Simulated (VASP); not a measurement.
Crystal: Mg2CdO3.

```
CELL_PARAMETERS angstrom
3.25074 0.00000 0.00000
-1.62537 2.81522 0.00000
0.00000 0.00000 7.96587
ATOMIC_POSITIONS crystal
Mg 0.33333 0.66667 0.33330
Mg 0.66667 0.33333 0.66670
Cd 0.00000 0.00000 0.00000
O 0.66667 0.33333 0.16670
O 0.33333 0.66667 0.83330
O 0.00000 0.00000 0.50000
```

* Program: VASP 6.6.1
* Task: relaxation of cell and atoms
* Functional: PBE
* Potentials or basis: VASP PAW PBE potentials, release 64 (Mg_sv, Cd_sv_GW, O)
* Cutoff: 840 eV
* k mesh: 4 × 4 × 2
* Occupations: gaussian, width 0.15 eV
* Spin: no spin polarisation

At the start: pressure -8.7 GPa; volume 12.15 Å³/atom.

Problem. Where does the relaxation end?

Solution. Over 7 steps the energy falls by 116.2 meV/atom and the volume is 10.96 Å³/atom (-9.8 %); space group P-3m1 (No. 164, to 0.1 Å) before and after.

The path:
| step | energy change (eV) | largest force (eV/Å) | pressure (GPa) | volume (Å³) |
| --- | --- | --- | --- | --- |
| 1 | 0.0000 | 1.9764 | -8.70 | 72.90 |
| 2 | -0.4892 | 1.2685 | 1.18 | 66.16 |
| 3 | -0.5159 | 0.9728 | 5.29 | 64.19 |
| 4 | -0.6759 | 0.5450 | 1.13 | 65.23 |
| 5 | -0.6800 | 0.4933 | 0.52 | 65.42 |
| 6 | -0.6969 | 0.1226 | -0.44 | 65.82 |
| 7 | -0.6975 | 0.0288 | -0.30 | 65.76 |

Final structure:
```yaml
crystal:
  lattice:
    - [3.12831, 0.00000, 0.00000]
    - [-1.56416, 2.70920, 0.00000]
    - [0.00000, 0.00000, 7.75921]
  atoms:
    - { symbol: Mg, position: [0.33333, 0.66667, 0.34379] }
    - { symbol: Mg, position: [0.66667, 0.33333, 0.65621] }
    - { symbol: Cd, position: [0.00000, 0.00000, 0.00000] }
    - { symbol: O, position: [0.66667, 0.33333, 0.19477] }
    - { symbol: O, position: [0.33333, 0.66667, 0.80523] }
    - { symbol: O, position: [0.00000, 0.00000, 0.50000] }
```

Caveat: the k points lie up to 0.58 Å⁻¹ apart in the final cell.
